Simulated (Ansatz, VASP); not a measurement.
Si2Mo in VASP and in Ansatz

Contents of INCAR:

```
ALGO = Normal
EDIFF = 1E-6
ENCUT = 520
GGA = PE
ISIF = 2
ISMEAR = 0
LASPH = True
LCHARG = False
LREAL = False
LWAVE = False
NBANDS = 18
NELM = 80
PREC = Accurate
SIGMA = 0.15
```

KPOINTS

```
k-points
0
Gamma
  18 18 18
```

File POSCAR:

```
Si2Mo
1.0
   -1.5870930084      1.5870930084      3.9366136217
    1.5870930084     -1.5870930084      3.9366136217
    1.5870930084      1.5870930084     -3.9366136217
Si Mo
2 1
Direct
    0.3350971189      0.3227563204     -0.0123407985
    0.6649028811      0.6772436796      0.0123407985
    0.0000000000      0.0000000000      0.0000000000
```

Input for Ansatz:

```yaml
crystal:
  lattice:
    - [-1.5870930084, 1.5870930084, 3.9366136217]
    - [1.5870930084, -1.5870930084, 3.9366136217]
    - [1.5870930084, 1.5870930084, -3.9366136217]
  atoms:
    - { symbol: Si, position: [0.3350971189, 0.3227563204, -0.0123407985] }
    - { symbol: Si, position: [0.6649028811, 0.6772436796, 0.0123407985] }
    - { symbol: Mo, position: [0.0, 0.0, 0.0] }
basis:
  ecutwfc: 420
kpoints:
  mp_grid: { grid: [18, 18, 18] }
hamiltonian:
  xc: pbe
  pseudopotentials: { kind: paw, azcp: { folder: soft_1 } }
scf:
  occupations: { method: gaussian, width: 0.15 }
output:
  forces: true
  stress: true
  eigenvalues: true
```

Change from the starting cell: mode 7 frozen in at -0.040 Å, equal normal strain along x and y -0.0133.

Alike in both runs: task single point; functional PBE; k mesh 18 × 18 × 18; occupations gaussian, width 0.15 eV; no spin polarisation.

```csv
,VASP,Ansatz
version,VASP 6.6.1,Ansatz 0.2.0
potentials or method,"VASP PAW PBE potentials, release 64 (Si, Mo_sv), cutoff 520 eV","scalar-relativistic, plane waves, PAW"
valence electrons in the cell,22,22
```

Ansatz gave:

| Item | Value |
| --- | --- |
| gap on the k mesh at the Fermi level (eV) | none |
| pressure (GPa) | 5.9 |
| traceless stress, the component that is largest in VASP (GPa) | -3.06 |
| rms of the force components (eV/Å) | 0.220 |

Question: What did VASP give for the same quantities?

Answer: gap on the k mesh at the Fermi level (eV): none; pressure (GPa): 6.0; traceless stress, the component that is largest in VASP (GPa): -3.08; rms of the force components (eV/Å): 0.220.

Atom by atom the forces differ by 0.002 eV/Å (rms over components). A gap of «none» marks a metal or a gap that the smearing closes.
